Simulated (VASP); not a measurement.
# Zr (Im-3m) in VASP: notebook, part 2 of 2

VASP 6.6.1. The steps go on from the part before.

### 3 Relaxation of cell and atoms, PBEsol

This run uses another cell than the first one, of 23.72 Å³/atom.

INCAR

```
PREC     = Accurate       # precision mode
ENCUT    = 600            # plane-wave cutoff, eV
EDIFF    = 1E-6           # SCF threshold, eV
ISMEAR   = 0              # smearing method
SIGMA    = 0.1            # smearing width, eV
LREAL    = False          # projectors in reciprocal space
LASPH    = True           # aspherical terms in the spheres
NELM     = 80             # most SCF steps
ALGO     = Normal         # electronic algorithm
ISIF     = 3              # what is computed and relaxed
LWAVE    = False          # write WAVECAR
LCHARG   = False          # write CHGCAR
GGA      = PS             # functional
IBRION   = 2              # ionic algorithm
NSW      = 100            # ionic steps
EDIFFG   = -0.005         # ionic threshold
```

KPOINTS

```
Automatic mesh
0
Gamma
  16 16 16
```

POSCAR

```
Zr
1.0
   -1.8100000000     -1.8100000000     -1.8100000000
    1.8100000000      1.8100000000     -1.8100000000
    1.8100000000     -1.8100000000      1.8100000000
Zr
1
Direct
    0.0000000000      0.0000000000      0.0000000000
```

Potentials or basis: VASP PAW PBE potentials, release 64 (Zr_sv).

Started as:

```
$ cat potpaw_PBE.64/Zr_sv/POTCAR > POTCAR
$ mpirun -np 1 vasp_std > vasp.out
```

OUTCAR:

```text
PREC = Accurate
   ENCUT = 600
   EDIFF = 1E-6
   ISMEAR = 0
   LREAL = False
   LASPH = True
   NELM = 80
   ISIF = 3
   GGA = PS
   IBRION = 2
   NSW = 100
   EDIFFG = -0.005

 ion  position               nearest neighbor table
   1  0.000  0.000  0.000-

  LATTYP: Found a body centered cubic cell.
 ALAT       =     3.6200000000

  Lattice vectors:

 A1 = (  -1.8100000000,  -1.8100000000,  -1.8100000000)
 A2 = (   1.8100000000,   1.8100000000,  -1.8100000000)
 A3 = (   1.8100000000,  -1.8100000000,   1.8100000000)

Analysis of symmetry for initial positions (statically):
=====================================================================
 Subroutine PRICEL returns:
 Original cell was already a primitive cell.

 Routine SETGRP: Setting up the symmetry group for a
 body centered cubic supercell.

 Subroutine GETGRP returns: Found 48 space group operations
[... 213 lines left out ...]
      3     -15.3972      2.00000
      4     -15.3972      2.00000
      5       4.5161      2.00000
      6      11.2405      0.00000
      7      11.2405      0.00000
      8      11.2405      0.00000
      9      14.0920      0.00000
     10      14.0920      0.00000
[... 438 lines left out ...]
--------------------------------------- Ionic step        6  -------------------------------------------

 number of electron      12.0000000 magnetization

 Free energy of the ion-electron system (eV)
  ---------------------------------------------------
  ext. energy  EPLUGINS =         0.00000000
  ---------------------------------------------------
  free energy    TOTEN  =        -9.01961718 eV

  energy without entropy =       -9.01059281  energy(sigma->0) =       -9.01510500

 E-fermi :   9.2799     XC(G=0): -11.4896

 val. band max:        9.2738281189   @ k =   0.1250   0.1250   0.0625
 cond. band min:       9.2877654772   @ k =   0.1875   0.1875   0.0000
 fundamental gap:      0.0139373584
 Fermi energy:         9.2798784914

 k-point     1 :       0.0000    0.0000    0.0000
  band No.  band energies     occupation
      1     -38.9773      2.00000
      2     -16.4100      2.00000
      3     -16.4100      2.00000
      4     -16.4100      2.00000
      5       3.8121      2.00000
      6      10.4387      0.00000
      7      10.4387      0.00000
      8      10.4387      0.00000
      9      13.1004      0.00000
     10      13.1004      0.00000
[... 327 lines left out ...]
  FREE ENERGIE OF THE ION-ELECTRON SYSTEM (eV)
  ---------------------------------------------------
  free  energy   TOTEN  =        -9.0196171828 eV

  energy  without entropy=       -9.0105928149  energy(sigma->0) =       -9.01510500

 reached required accuracy - stopping structural energy minimisation
```

CONTCAR:

```text
Zr
   1.00000000000000
    -1.7612541427464579   -1.7612541427464579   -1.7612541427464579
     1.7612541427464579    1.7612541427464579   -1.7612541427464579
     1.7612541427464579   -1.7612541427464579    1.7612541427464579
  Zr
     1
Direct
     0.0000000000000000    0.0000000000000000    1.0000000000000000

  0.00000000E+00  0.00000000E+00  0.00000000E+00
```

Wall time 99 s (1 thread of Intel Xeon Platinum 8488C (Sapphire Rapids), shared host); peak memory 0.2 GiB.

What came out:

```yaml
Free_energy: -9.0196 eV
Relaxed_volume: 21.85 Å³/atom
Relaxed_cell: a = 3.051 Å, b = 3.051 Å, c = 3.051 Å, α = 109.47°, β = 109.47°, γ = 109.47°
Space_group_after_relaxing_to_0.1_Å: Im-3m (No. 229)
Energy_gained_by_relaxing: 41.4 meV/atom
Ionic_steps: 6
Pressure_after_relaxing: 0.0 GPa
Band_gap_on_the_k_mesh: zero (bands 6 and 7 overlap by 1.94 eV)
```

The path:
| step | energy change (eV) | largest force (eV/Å) | pressure (GPa) | volume (Å³) |
| --- | --- | --- | --- | --- |
| 1 | 0.0000 | 0.0000 | -6.72 | 23.72 |
| 2 | -0.0137 | 0.0000 | 6.62 | 20.46 |
| 3 | -0.0414 | 0.0000 | -0.04 | 21.87 |
| 4 | -0.0414 | 0.0000 | 0.09 | 21.83 |
| 5 | -0.0414 | 0.0000 | -0.06 | 21.87 |
| 6 | -0.0414 | 0.0000 | 0.00 | 21.85 |

Final structure:
```yaml
crystal:
  lattice:
    - [-1.76125, -1.76125, -1.76125]
    - [1.76125, 1.76125, -1.76125]
    - [1.76125, -1.76125, 1.76125]
  atoms:
    - { symbol: Zr, position: [0.00000, 0.00000, 0.00000] }
```

Caveat: the PAW data sets were made with another functional, which shifts forces and pressure a little.

### 4 Relaxation of cell and atoms, PBEsol

This run uses another cell than the first one, of 23.72 Å³/atom.

INCAR is that of step 3.

KPOINTS is that of step 3.

POSCAR

```
Zr
1.0
   -1.8100000000      1.8100000000      1.8100000000
    1.8100000000     -1.8100000000      1.8100000000
    1.8100000000      1.8100000000     -1.8100000000
Zr
1
Direct
    0.0000000000      0.0000000000      0.0000000000
```

Started as:

```
$ cat potpaw_PBE.64/Zr_sv/POTCAR > POTCAR
$ mpirun -np 1 vasp_std > vasp.out
```

It took 4.1 min on 1 thread of AMD EPYC 7R13, shared host; peak memory 0.17 GiB.

The run converged. Its results:

```yaml
Free_energy: -9.0196 eV
Relaxed_volume: 21.85 Å³/atom
Relaxed_cell: a = 3.051 Å, b = 3.051 Å, c = 3.051 Å, α = 109.47°, β = 109.47°, γ = 109.47°
Space_group_after_relaxing_to_0.1_Å: Im-3m (No. 229)
Energy_gained_by_relaxing: 41.4 meV/atom
Ionic_steps: 6
Pressure_after_relaxing: 0.0 GPa
Band_gap_on_the_k_mesh: zero (bands 6 and 7 overlap by 1.94 eV)
```

Step by step:
```csv
step,energy change (eV),largest force (eV/Å),pressure (GPa),volume (Å³)
1,0.0000,0.0000,-6.72,23.72
2,-0.0137,0.0000,6.62,20.46
3,-0.0414,0.0000,-0.04,21.87
4,-0.0414,0.0000,0.09,21.83
5,-0.0414,0.0000,-0.06,21.87
6,-0.0414,0.0000,0.00,21.85
```

Final structure:
```
Zr
1.0
    -1.76125    1.76125    1.76125
     1.76125   -1.76125    1.76125
     1.76125    1.76125   -1.76125
Zr
1
Direct
  0.00000 0.00000 0.00000
```

Levels at points of the mesh, in eV from the Fermi level:
| k point | band 2 | band 3 | band 4 | band 5 | band 6 | band 7 | band 8 | band 9 | band 10 |
| --- | --- | --- | --- | --- | --- | --- | --- | --- | --- |
| (0.00, 0.00, 0.00) | -25.69 | -25.69 | -25.69 | -5.47 | 1.16 | 1.16 | 1.16 | 3.82 | 3.82 |
| (0.50, 0.00, 0.00) | -26.88 | -26.06 | -25.70 | -2.96 | -0.78 | 1.89 | 3.84 | 4.57 | 6.84 |
| (0.50, 0.50, 0.50) | -26.50 | -26.50 | -26.50 | -2.79 | -2.79 | 6.09 | 6.09 | 6.09 | 7.88 |

Caveat: the PAW data sets were made with another functional, which shifts forces and pressure a little.
